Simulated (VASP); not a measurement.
Write the native input for VASP 6.6.1 that does the following.

- Task: single point
- Functional: r2SCAN
- Potentials or basis: VASP PAW PBE potentials, release 64 (Sr_sv, Zr_sv, Hf_pv, O)
- Cutoff: 520 eV
- k mesh: 1 × 1 × 1, shifted
- Occupations: fermi-dirac, width 0.05 eV
- Spin: no spin polarisation
- Dipole correction: no
- Further INCAR settings: LREAL = Auto; ALGO = Normal; EDIFF = 1e-06; NBANDS = 185; ISYM = 0

The system is Sr8HfZr7O24.

```
Sr Zr Hf O
1.0
     8.17128    0.00000    0.00000
     0.00000    8.17128    0.00000
     0.00000    0.00000    8.17128
Sr Zr Hf O
8 7 1 24
Direct
  0.00030 0.98796 0.01884
  0.00087 0.98149 0.51143
  0.00077 0.48177 0.01272
  0.00028 0.48868 0.51882
  0.50026 0.01176 0.98159
  0.49976 0.01867 0.48768
  0.49967 0.51897 0.98898
  0.50022 0.51249 0.48154
  0.25026 0.25022 0.25021
  0.25027 0.25022 0.75021
  0.25027 0.75022 0.75021
  0.75026 0.25022 0.25021
  0.75026 0.25022 0.75021
  0.75027 0.75023 0.25020
  0.75027 0.75022 0.75020
  0.25026 0.75022 0.25020
  0.20894 0.21432 0.00034
  0.29159 0.28613 0.50009
  0.28961 0.78602 0.00095
  0.21094 0.71442 0.49947
  0.79140 0.21356 0.00037
  0.70914 0.28689 0.50004
  0.71075 0.78706 0.00011
  0.78980 0.71339 0.50030
  0.00040 0.29755 0.27983
  0.00022 0.22101 0.70138
  0.00105 0.72204 0.20375
  0.00040 0.79888 0.77803
  0.50014 0.20290 0.22058
  0.50031 0.27944 0.79905
  0.49949 0.77841 0.29666
  0.50013 0.70157 0.72237
  0.21098 0.99924 0.28552
  0.29161 0.00031 0.71482
  0.28957 0.50120 0.21490
  0.20892 0.50014 0.78560
  0.79013 0.00010 0.28760
  0.70897 0.00030 0.71324
  0.71042 0.50036 0.21281
  0.79155 0.50016 0.78718
```

These files were run (other wordings do the same):

POSCAR

```
Sr8HfZr7O24
1.0
    8.1712770000      0.0000000000      0.0000000000
    0.0000000000      8.1712770000      0.0000000000
    0.0000000000      0.0000000000      8.1712770000
Sr Zr Hf O
8 7 1 24
Direct
    0.0002950000      0.9879610000      0.0188440000
    0.0008670000      0.9814920000      0.5114350000
    0.0007660000      0.4817730000      0.0127240000
    0.0002780000      0.4886850000      0.5188250000
    0.5002580000      0.0117560000      0.9815900000
    0.4997600000      0.0186650000      0.4876800000
    0.4996650000      0.5189690000      0.9889840000
    0.5002230000      0.5124900000      0.4815410000
    0.2502630000      0.2502180000      0.2502080000
    0.2502680000      0.2502230000      0.7502070000
    0.2502680000      0.7502190000      0.7502050000
    0.7502640000      0.2502220000      0.2502060000
    0.7502600000      0.2502220000      0.7502060000
    0.7502680000      0.7502250000      0.2502030000
    0.7502680000      0.7502220000      0.7502040000
    0.2502630000      0.7502170000      0.2502010000
    0.2089350000      0.2143190000      0.0003390000
    0.2915900000      0.2861300000      0.5000850000
    0.2896050000      0.7860180000      0.0009460000
    0.2109370000      0.7144230000      0.4994670000
    0.7913980000      0.2135620000      0.0003730000
    0.7091370000      0.2868940000      0.5000440000
    0.7107460000      0.7870630000      0.0001100000
    0.7897960000      0.7133890000      0.5003010000
    0.0003950000      0.2975540000      0.2798310000
    0.0002200000      0.2210110000      0.7013770000
    0.0010500000      0.7220440000      0.2037450000
    0.0004030000      0.7988810000      0.7780260000
    0.5001420000      0.2028980000      0.2205840000
    0.5003060000      0.2794380000      0.7990540000
    0.4994920000      0.7784050000      0.2966560000
    0.5001310000      0.7015740000      0.7223740000
    0.2109780000      0.9992360000      0.2855230000
    0.2916100000      0.0003130000      0.7148200000
    0.2895720000      0.5011990000      0.2148990000
    0.2089250000      0.5001360000      0.7856050000
    0.7901270000      0.0000950000      0.2875990000
    0.7089730000      0.0002950000      0.7132360000
    0.7104160000      0.5003560000      0.2128090000
    0.7915530000      0.5001550000      0.7871800000
```

INCAR.step1

```
SYSTEM = Sr8HfZr7O24
PREC = Accurate
ENCUT = 520
ISMEAR = -1
SIGMA = 0.05
LREAL = Auto
LASPH = .TRUE.
NELM = 100
NBANDS = 185
ISYM = 0
GGA = PE
ALGO = Normal
EDIFF = 1E-4
LWAVE = .TRUE.
LCHARG = .FALSE.
```

INCAR.step2

```
SYSTEM = Sr8HfZr7O24
PREC = Accurate
ENCUT = 520
EDIFF = 1E-6
ISMEAR = -1
SIGMA = 0.05
LREAL = Auto
LASPH = .TRUE.
NELM = 100
ALGO = Normal
ISIF = 2
LWAVE = .FALSE.
LCHARG = .FALSE.
METAGGA = R2SCAN
LMIXTAU = .TRUE.
NBANDS = 185
ISYM = 0
ISTART = 1
```

KPOINTS

```
Automatic mesh
0
Gamma
  1 1 1
  0.25 0.25 0.25
```

Potentials or basis: VASP PAW PBE potentials, release 64 (Sr_sv, Zr_sv, Hf_pv, O).

Launch:

```sh
$ cat potpaw_PBE.64/Sr_sv/POTCAR potpaw_PBE.64/Zr_sv/POTCAR potpaw_PBE.64/Hf_pv/POTCAR potpaw_PBE.64/O/POTCAR > POTCAR
$ cp INCAR.step1 INCAR
$ mpirun -np 1 vasp_std > vasp.out
$ cp INCAR.step2 INCAR
$ mpirun -np 1 vasp_std > vasp.out
```

It gave:

* Pressure: 2.7 GPa
* Largest force: 0.270 eV/Å
* Band gap on the k mesh: 4.91 eV, direct

Caveat: the k points lie up to 0.77 Å⁻¹ apart; the PAW data sets were made with another functional, which shifts forces and pressure a little; spin-orbit coupling is left out, which moves the levels of the heavy elements.

Wall time 50 min on 1 thread of Intel(R) Xeon(R) Platinum 8259CL CPU @ 2.50GHz (Skylake/Cascade Lake), on a shared host, peak memory 0.82 GiB.
